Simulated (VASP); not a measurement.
Set up this calculation in VASP 6.6.1, as the native input.

| Property | Result |
| --- | --- |
| Task | single point |
| Functional | PBE |
| Potentials or basis | VASP PAW PBE potentials, release 64 (Ta_pv, N) |
| Cutoff | 520 eV |
| k mesh | 10 × 10 × 10 |
| Occupations | gaussian, width 0.014 eV |
| Spin | no spin polarisation |
| Dipole correction | no |
| Further INCAR settings | ALGO = Normal; EDIFF = 1e-07; NBANDS = 15 |

The structure of TaN lies in POSCAR:

```
TaN
1.0
    0.0000000000      2.2113230000      2.2113230000
    2.2113230000      0.0000000000      2.2113230000
    2.2113230000      2.2113230000      0.0000000000
Ta N
1 1
Direct
    0.5000000000      0.5000000000      0.5000000000
    0.0000000000      0.0000000000      0.0000000000
```

These files were run (other wordings do the same):

INCAR

```
SYSTEM = TaN
ALGO = Normal
EDIFF = 1E-7
ENCUT = 520
GGA = PE
ISIF = 2
ISMEAR = 0
LASPH = .TRUE.
LCHARG = .TRUE.
LELF = .TRUE.
LREAL = .FALSE.
LVHAR = .TRUE.
LWAVE = .FALSE.
NBANDS = 15
NELM = 60
PREC = Accurate
SIGMA = 0.014
```

KPOINTS

```
k-points
0
G
  10 10 10
  0 0 0
```

Potentials or basis: VASP PAW PBE potentials, release 64 (Ta_pv, N).

The run is started by

```bash
$ cat potpaw_PBE.64/Ta_pv/POTCAR potpaw_PBE.64/N/POTCAR > POTCAR
$ mpirun -np 1 vasp_std > vasp.out
```

Results of the run:

* Pressure: -0.6 GPa
* Band gap on the k mesh: zero (band 8 reaches 11.20 eV, above the bottom of band 9 at 7.29 eV)

Caveat: spin-orbit coupling is left out, which moves the levels of the heavy elements.

It took 9.3 s on 1 thread of Intel(R) Xeon(R) Platinum 8559C (Emerald Rapids), with other jobs on the host, peak memory 0.14 GiB.
